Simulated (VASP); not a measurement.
# Sr2ZnB6W (Fm-3m) in VASP: single point with PBE

Aim: the single point of Sr2ZnB6W with PBE.

Program: VASP 6.6.1. These are calculated values, not measurements. Logs are shortened: lines on timing, memory, paths and dates and some standing lists are left out, and cuts for length are marked.

## (1) The cell of the first run

The structure is cubic, space group Fm-3m (No. 225). Conventional cell: a = 7.947 Å, b = 7.947 Å, c = 7.947 Å, α = 90.00°, β = 90.00°, γ = 90.00°. Zn (site symmetry m-3m) has 6 B at 1.79 Å within 2.4 Å. Within 2.9 Å of W (site symmetry m-3m) lie 6 B at 2.19 Å. Within 2.4 Å of B (site symmetry 4mm) lie 1 Zn at 1.79 Å and 1 W at 2.19 Å. Sr (site symmetry -43m) has 12 B at 2.82 Å and 4 Zn at 3.44 Å and 4 W at 3.44 Å within 3.7 Å.

## (2) Single point, PBE

INCAR reads:

```
SYSTEM = Sr2ZnB6W
ALGO = Normal
EDIFF = 1E-6
ENCUT = 520
GGA = PE
ISIF = 2
ISMEAR = -1
LASPH = .TRUE.
LCHARG = .FALSE.
LREAL = .FALSE.
LWAVE = .FALSE.
NBANDS = 43
NELM = 60
PREC = Accurate
SIGMA = 0.1
```

KPOINTS reads:

```
k-points
0
G
  4 4 4
  0 0 0
```

POSCAR reads:

```
Sr2ZnB6W
1.0
    0.0000000000      3.9733320000      3.9733320000
    3.9733320000      0.0000000000      3.9733320000
    3.9733320000      3.9733320000      0.0000000000
Zn W B Sr
1 1 6 2
Direct
    0.5000000000      0.5000000000      0.5000000000
    0.0000000000      0.0000000000      0.0000000000
    0.7250000000      0.2750000000      0.2750000000
    0.2750000000      0.7250000000      0.2750000000
    0.2750000000      0.7250000000      0.7250000000
    0.7250000000      0.2750000000      0.7250000000
    0.2750000000      0.2750000000      0.7250000000
    0.7250000000      0.7250000000      0.2750000000
    0.2500000000      0.2500000000      0.2500000000
    0.7500000000      0.7500000000      0.7500000000
```

Potentials or basis: VASP PAW PBE potentials, release 64 (Zn, W_sv, B, Sr_sv).

On the command line:

```
$ cat potpaw_PBE.64/Zn/POTCAR potpaw_PBE.64/W_sv/POTCAR potpaw_PBE.64/B/POTCAR potpaw_PBE.64/Sr_sv/POTCAR > POTCAR
$ mpirun -np 1 vasp_std > vasp.out
```

OUTCAR:

```text
SYSTEM = Sr2ZnB6W
   EDIFF = 1E-6
   ENCUT = 520
   GGA = PE
   ISIF = 2
   ISMEAR = -1
   LASPH = .TRUE.
   LREAL = .FALSE.
   NELM = 60
   PREC = Accurate

 ion  position               nearest neighbor table
   1  0.500  0.500  0.500-   3 1.79   4 1.79   5 1.79   6 1.79   7 1.79   8 1.79   9 3.44  10 3.44
                             9 3.44   9 3.44   9 3.44  10 3.44  10 3.44  10 3.44
   2  0.000  0.000  0.000-   3 2.19   4 2.19   5 2.19   6 2.19   7 2.19   8 2.19   9 3.44  10 3.44
                            10 3.44  10 3.44  10 3.44   9 3.44   9 3.44   9 3.44
   3  0.725  0.275  0.275-   1 1.79   2 2.19   9 2.82   9 2.82  10 2.82  10 2.82
   4  0.275  0.725  0.275-   1 1.79   2 2.19   9 2.82   9 2.82  10 2.82  10 2.82
   5  0.275  0.725  0.725-   1 1.79   2 2.19   9 2.82   9 2.82  10 2.82  10 2.82
   6  0.725  0.275  0.725-   1 1.79   2 2.19   9 2.82   9 2.82  10 2.82  10 2.82
   7  0.275  0.275  0.725-   1 1.79   2 2.19   9 2.82   9 2.82  10 2.82  10 2.82
   8  0.725  0.725  0.275-   1 1.79   2 2.19   9 2.82   9 2.82  10 2.82  10 2.82
   9  0.250  0.250  0.250-   3 2.82   4 2.82   5 2.82   6 2.82   4 2.82   5 2.82   3 2.82   6 2.82
                             8 2.82   7 2.82   7 2.82   8 2.82   1 3.44   2 3.44   2 3.44   2 3.44
  10  0.750  0.750  0.750-   4 2.82   5 2.82   3 2.82   6 2.82   3 2.82   4 2.82   5 2.82   6 2.82
                             8 2.82   7 2.82   7 2.82   8 2.82   2 3.44   1 3.44   1 3.44   1 3.44

  LATTYP: Found a face centered cubic cell.
 ALAT       =     7.9466640000

  Lattice vectors:

 A1 = (   0.0000000000,   3.9733320000,   3.9733320000)
 A2 = (   3.9733320000,   0.0000000000,   3.9733320000)
 A3 = (   3.9733320000,   3.9733320000,   0.0000000000)

Analysis of symmetry for initial positions (statically):
=====================================================================
 Subroutine PRICEL returns:
 Original cell was already a primitive cell.

 Routine SETGRP: Setting up the symmetry group for a
 face centered cubic supercell.

 Subroutine GETGRP returns: Found 48 space group operations
 (whereof 48 operations were pure point group operations)
 out of a pool of 48 trial point group operations.

The static configuration has the point symmetry O_h .

Analysis of symmetry for dynamics (positions and initial velocities):
=====================================================================
 Subroutine PRICEL returns:
 Original cell was already a primitive cell.

 Routine SETGRP: Setting up the symmetry group for a
 face centered cubic supercell.

 Subroutine GETGRP returns: Found 48 space group operations
 (whereof 48 operations were pure point group operations)
 out of a pool of 48 trial point group operations.

The dynamic configuration has the point symmetry O_h .

 Subroutine INISYM returns: Found 48 space group operations
 (whereof 48 operations are pure point group operations),
 and found     1 'primitive' translations

----------------------------------------------------------------------------------------

                                     Primitive cell

  volume of cell :     125.4569

  direct lattice vectors                    reciprocal lattice vectors
     0.000000000  3.973332000  3.973332000    -0.125838968  0.125838968  0.125838968
     3.973332000  0.000000000  3.973332000     0.125838968 -0.125838968  0.125838968
     3.973332000  3.973332000  0.000000000     0.125838968  0.125838968 -0.125838968

  length of vectors
     5.619140002  5.619140002  5.619140002     0.217959487  0.217959487  0.217959487

  position of ions in fractional coordinates (direct lattice)
     0.500000000  0.500000000  0.500000000
     0.000000000  0.000000000  0.000000000
     0.725000000  0.275000000  0.275000000
     0.275000000  0.725000000  0.275000000
     0.275000000  0.725000000  0.725000000
     0.725000000  0.275000000  0.725000000
     0.275000000  0.275000000  0.725000000
     0.725000000  0.725000000  0.275000000
     0.250000000  0.250000000  0.250000000
     0.750000000  0.750000000  0.750000000

  ion indices of the primitive-cell ions
   primitive index   ion index
                 1           1
                 2           2
                 3           3
                 4           4
                 5           5
                 6           6
                 7           7
                 8           8
                 9           9
                10          10

----------------------------------------------------------------------------------------

 KPOINTS: k-points

Automatic generation of k-mesh.
 Grid dimensions read from file:
 generate k-points for:    4    4    4

 Generating k-lattice:

  Cartesian coordinates                     Fractional coordinates (reciprocal lattice)
    -0.031459742  0.031459742  0.031459742     0.250000000  0.000000000  0.000000000
     0.031459742 -0.031459742  0.031459742     0.000000000  0.250000000  0.000000000
     0.031459742  0.031459742 -0.031459742     0.000000000  0.000000000  0.250000000

  Length of vectors
     0.054489872  0.054489872  0.054489872

  Shift w.r.t. Gamma in fractional coordinates (k-lattice)
     0.000000000  0.000000000  0.000000000

 Subroutine IBZKPT returns following result:
 ===========================================

 Found      8 irreducible k-points:

 Following reciprocal coordinates:
            Coordinates               Weight
  0.000000  0.000000  0.000000      1.000000
  0.250000  0.000000  0.000000      8.000000
  0.500000  0.000000  0.000000      4.000000
  0.250000  0.250000  0.000000      6.000000
  0.500000  0.250000  0.000000     24.000000
 -0.250000  0.250000  0.000000     12.000000
  0.500000  0.500000  0.000000      3.000000
 -0.250000  0.500000  0.250000      6.000000
   k-points           NKPTS =      8   k-points in BZ     NKDIM =      8   number of bands    NBANDS=     43
   number of dos      NEDOS =    301   number of ions     NIONS =     10
   total plane-waves  NPLWV =  74088
   dimension x,y,z NGX =    42 NGY =   42 NGZ =   42
   dimension x,y,z NGXF=    84 NGYF=   84 NGZF=   84
   ions per type =               1   1   6   2
   NGX,Y,Z   is equivalent  to a cutoff of  12.43, 12.43, 12.43 a.u.
   NGXF,Y,Z  is equivalent  to a cutoff of  24.85, 24.85, 24.85 a.u.
 SYSTEM =  Sr2ZnB6W
   PREC   = accura    normal or accurate (medium, high low for compatibility)
   ISTART =      0    job   : 0-new  1-cont  2-samecut
   ICHARG =      2    charge: 1-file 2-atom 10-const
   ISPIN  =      1    spin polarized calculation?
   LNONCOLLINEAR =      F non collinear calculations
   LSORBIT =      F    spin-orbit coupling
   LASPH  =      T    aspherical Exc in radial PAW
   ENCUT  =  520.0 eV  38.22 Ry    6.18 a.u.  10.45 10.45 10.45*2*pi/ulx,y,z
   NELM   =     60;   NELMIN=  2; NELMDL= -5     # of ELM steps
   EDIFF  = 0.1E-05   stopping-criterion for ELM
   LREAL  =      F    real-space projection
   EDIFFG = 0.1E-04   stopping-criterion for IOM
   NSW    =      0    number of steps for IOM
   IBRION =     -1    ionic relax: 0-MD 1-quasi-New 2-CG
   NFREE  =      0    steps in history (QN), initial steepest desc. (CG)
   ISIF   =      2    stress and relaxation
   ISYM   =      2    0-nonsym 1-usesym 2-fastsym
   POTIM  = 0.5000    time-step for ionic-motion
   TEBEG  =    0.0;   TEEND  =   0.0 temperature during run
   PSTRESS=    0.0 pullay stress
   NELECT =      64.0000    total number of electrons
   NUPDOWN=      -1.0000    fix difference up-down
   EMIN   =  10.00;   EMAX   =-10.00  energy-range for DOS
   EFERMI =   0.00;   METHOD = LEGACY
   ISMEAR =    -1;   SIGMA  =   0.10  broadening in eV -4-tet -1-fermi 0-gaus
   EFERMI_NEDOS =   21; number of points for ismear=-14 and -15
   IALGO  =     38    algorithm
   IMIX   =      4    mixing-type and parameters
     AMIX     =   0.40;   BMIX     =  1.00
     AMIX_MAG =   1.60;   BMIX_MAG =  1.00
  volume/ion in A,a.u.               =      12.55        84.66
  Fermi-wavevector in a.u.,A,eV,Ry     =   1.308087  2.471926 23.280815  1.711092
  Thomas-Fermi vector in A             =   2.438778
   LORBIT       =      0    0 simple, 1 ext, 2 COOP (PROOUT), +10 PAW based schemes
   GGA     = PE    functional components
   LHFCALC =     F    Hartree Fock is set to
   AEXX    =    0.0000 exact exchange contribution
   IVDW    =     0    specifies the selected vdW correction
   LEPSILON=     F    determine dielectric tensor
   LRPA    =     F    only Hartree local field effects (RPA)
 non-spin polarized calculation
  energy-cutoff  :      520.00
  volume of cell :      125.46
 maximum number of plane-waves:      3399
 NGX is ok and might be reduce to    42
   NGX = 21   NGY = 21   NGZ = 21

 number of electron      64.0000010 magnetization

 Free energy of the ion-electron system (eV)
  ---------------------------------------------------
  ext. energy  EPLUGINS =         0.00000000
  ---------------------------------------------------
  free energy    TOTEN  =       -46.37291097 eV

  energy without entropy =      -46.29876518  energy(sigma->0) =      -46.33583807

 E-fermi :   5.5642     XC(G=0): -11.3966

 val. band max:        5.5575573464   @ k =   0.2500   0.2500   0.0000
 cond. band min:       5.7034860826   @ k =  -0.2500   0.5000   0.2500
 fundamental gap:      0.1459287363
 Fermi energy:         5.5642443911

 k-point     1 :       0.0000    0.0000    0.0000
  band No.  band energies     occupation
      1     -68.0862      2.00000
      2     -32.3593      2.00000
      3     -32.3593      2.00000
      4     -32.3593      2.00000
      5     -28.1511      2.00000
      6     -28.0958      2.00000
[... 35 lines left out ...]
     42      10.6748      0.00000
     43      10.6748      0.00000

 k-point     2 :       0.2500    0.0000    0.0000
  band No.  band energies     occupation
      1     -68.0862      2.00000
      2     -32.3598      2.00000
      3     -32.3594      2.00000
      4     -32.3594      2.00000
      5     -28.1422      2.00000
      6     -28.1036      2.00000
[... 35 lines left out ...]
     42       9.8154      0.00000
     43       9.8157      0.00000

 k-point     3 :       0.5000    0.0000    0.0000
  band No.  band energies     occupation
      1     -68.0862      2.00000
      2     -32.3602      2.00000
      3     -32.3594      2.00000
      4     -32.3594      2.00000
      5     -28.1231      2.00000
      6     -28.1217      2.00000
[... 35 lines left out ...]
     42       9.5241      0.00000
     43      10.6039      0.00000

 k-point     4 :       0.2500    0.2500    0.0000
  band No.  band energies     occupation
      1     -68.0862      2.00000
      2     -32.3598      2.00000
      3     -32.3594      2.00000
      4     -32.3594      2.00000
      5     -28.1407      2.00000
      6     -28.1048      2.00000
[... 35 lines left out ...]
     42      10.1929      0.00000
     43      10.2592      0.00000

 k-point     5 :       0.5000    0.2500    0.0000
  band No.  band energies     occupation
      1     -68.0862      2.00000
      2     -32.3601      2.00000
      3     -32.3596      2.00000
      4     -32.3594      2.00000
      5     -28.1283      2.00000
      6     -28.1162      2.00000
[... 35 lines left out ...]
     42       9.4728      0.00000
     43      10.1621      0.00000

 k-point     6 :      -0.2500    0.2500    0.0000
  band No.  band energies     occupation
      1     -68.0862      2.00000
      2     -32.3599      2.00000
      3     -32.3597      2.00000
      4     -32.3594      2.00000
      5     -28.1314      2.00000
      6     -28.1134      2.00000
[... 35 lines left out ...]
     42       9.6540      0.00000
     43      10.4659      0.00000

 k-point     7 :       0.5000    0.5000    0.0000
  band No.  band energies     occupation
      1     -68.0862      2.00000
      2     -32.3604      2.00000
      3     -32.3595      2.00000
      4     -32.3595      2.00000
      5     -28.1302      2.00000
      6     -28.1138      2.00000
[... 35 lines left out ...]
     42       9.8539      0.00000
     43      10.6440      0.00000

 k-point     8 :      -0.2500    0.5000    0.2500
  band No.  band energies     occupation
      1     -68.0862      2.00000
      2     -32.3599      2.00000
      3     -32.3599      2.00000
      4     -32.3595      2.00000
      5     -28.1220      2.00000
      6     -28.1220      2.00000
[... 35 lines left out ...]
     42       9.8058      0.00000
     43       9.8058      0.00000

------------------------ aborting loop because EDIFF is reached ----------------------------------------

  FORCE on cell =-STRESS in cart. coord.  units (eV):
  Direction    XX          YY          ZZ          XY          YZ          ZX
  --------------------------------------------------------------------------------------
  -------------------------------------------------------------------------------------
  Total       20.7369557     20.7369557     20.7369557      0.0000000     -0.0000000      0.0000000
  in kB      264.8262439    264.8262439    264.8262439      0.0000000     -0.0000000      0.0000000
  external PRESSURE =     264.8262439 kB  Pullay stress =       0.0000000 kB

 VOLUME and BASIS-vectors are now :
 -----------------------------------------------------------------------------
  energy-cutoff  :      520.00
  volume of cell :      125.46
      direct lattice vectors                 reciprocal lattice vectors
     0.000000000  3.973332000  3.973332000    -0.125838968  0.125838968  0.125838968
     3.973332000  0.000000000  3.973332000     0.125838968 -0.125838968  0.125838968
     3.973332000  3.973332000  0.000000000     0.125838968  0.125838968 -0.125838968

 POSITION                                       TOTAL-FORCE (eV/Angst)
 -----------------------------------------------------------------------------------
      3.97333      3.97333      3.97333         0.000000     -0.000000      0.000000
      0.00000      0.00000      0.00000         0.000000     -0.000000      0.000000
      2.18533      3.97333      3.97333        -3.465657     -0.000000      0.000000
      3.97333      2.18533      3.97333         0.000000     -3.465657      0.000000
      5.76133      3.97333      3.97333         3.465657     -0.000000      0.000000
      3.97333      5.76133      3.97333         0.000000      3.465657      0.000000
      3.97333      3.97333      2.18533         0.000000     -0.000000     -3.465657
      3.97333      3.97333      5.76133         0.000000     -0.000000      3.465657
      1.98667      1.98667      1.98667         0.000000      0.000000      0.000000
      5.96000      5.96000      5.96000         0.000000      0.000000      0.000000
 -----------------------------------------------------------------------------------
    total drift:                               -0.000000      0.000000      0.000000

  FREE ENERGIE OF THE ION-ELECTRON SYSTEM (eV)
  ---------------------------------------------------
  free  energy   TOTEN  =       -46.3729109666 eV

  energy  without entropy=      -46.2987651795  energy(sigma->0) =      -46.33583807
```

Run time: 2.1 min. Hardware: 1 thread of AMD EPYC 7R43 (Zen 3), shared host; peak memory 0.24 GiB.

What came out:

| Property | Result |
| --- | --- |
| Free energy | -46.3729 eV |
| Pressure | 26.5 GPa |
| Largest force | 3.466 eV/Å |
| Band gap on the k mesh | zero (band 32 reaches 6.66 eV, above the bottom of band 33 at 4.79 eV) |

Forces on the atoms (eV/Å):
```
Zn   0.000  0.000  0.000
W    0.000  0.000  0.000
B   -3.466  0.000  0.000
B    0.000 -3.466  0.000
B    3.466  0.000  0.000
B    0.000  3.466  0.000
B    0.000  0.000 -3.466
B    0.000  0.000  3.466
Sr   0.000  0.000  0.000
Sr   0.000  0.000  0.000
```

Caveat: spin-orbit coupling is left out, which moves the levels of the heavy elements; forces of over 1 eV/Å act on the atoms, so gaps and moduli don't describe the material at rest.
